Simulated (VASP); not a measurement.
The system is PtC.

```xyz
2
Lattice="0.0000 2.2615 2.2615 2.2615 0.0000 2.2615 2.2615 2.2615 0.0000" Properties=species:S:1:pos:R:3 pbc="T T T"
Pt    0.0000    0.0000    0.0000
C     2.2615    2.2615    2.2615
```

| Property | Result |
| --- | --- |
| Program | VASP 6.6.1 |
| Task | relaxation of cell and atoms |
| Functional | PBE |
| Potentials or basis | VASP PAW PBE potentials, release 64 (Pt, C) |
| Cutoff | 600 eV |
| k mesh | 6 × 6 × 6 |
| Occupations | gaussian, width 0.1 eV |
| Spin | no spin polarisation |

At the start: pressure -8.3 GPa; volume 11.57 Å³/atom.

Q: How do energy, volume and symmetry change on relaxing?

A: Over 3 steps the energy falls by 10.9 meV/atom and the volume is 11.17 Å³/atom (-3.5 %); space group Fm-3m (No. 225, to 0.1 Å) before and after.

The path:
```csv
step,energy change (eV),largest force (eV/Å),pressure (GPa),volume (Å³)
1,0.0000,0.0000,-8.27,23.13
2,0.0282,0.0000,14.91,21.19
3,-0.0218,0.0000,-0.13,22.33
```

Final structure:
```
Pt C
1.0
     0.00000    2.23507    2.23507
     2.23507    0.00000    2.23507
     2.23507    2.23507    0.00000
Pt C
1 1
Direct
  0.00000 0.00000 0.00000
  0.50000 0.50000 0.50000
```

Caveat: the k points lie up to 0.41 Å⁻¹ apart in the final cell, too coarse for converged energies and pressures of a metal.
